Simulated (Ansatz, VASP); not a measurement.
## One calculation of SnSe, two programs

```
Sn Se
1.0
     0.00000    3.07020    3.01000
     2.94980    0.00000    3.01000
     2.94980    3.07020    0.00000
Sn Se
1 1
Direct
  0.00000 0.00000 0.00000
  0.50000 0.50000 0.50000
```

Change from the starting cell: strain -0.0200 x Voigt [1, -1, 0, 0, 0, 0], atoms carried along.

Alike in both runs: task single point; functional r2SCAN; k mesh 10 × 10 × 10; occupations gaussian, width 0.05 eV; no spin polarisation.

|  | VASP | Ansatz |
| --- | --- | --- |
| version | VASP 6.6.1 | Ansatz 0.2.0 |
| potentials or method | VASP PAW PBE potentials, release 64 (Sn_d, Se), cutoff 520 eV | scalar-relativistic, plane waves, PAW |
| valence electrons in the cell | 20 | 30 |

```tsv
	VASP	Ansatz	Ansatz less VASP
gap on the k mesh at the Fermi level (eV)	0.46	0.46	0.000
least direct gap on the mesh (eV)	0.49	0.49	0.000
pressure (GPa)	0.2	0.2	0.00
traceless stress, the component that is largest in VASP (GPa)	2.57	2.57	-0.006
```

VASP's potentials were made for PBE, not for r2SCAN. VASP's potentials hold 20 valence electrons a cell and Ansatz's 30, so a difference there can come from the potentials and not from the codes.
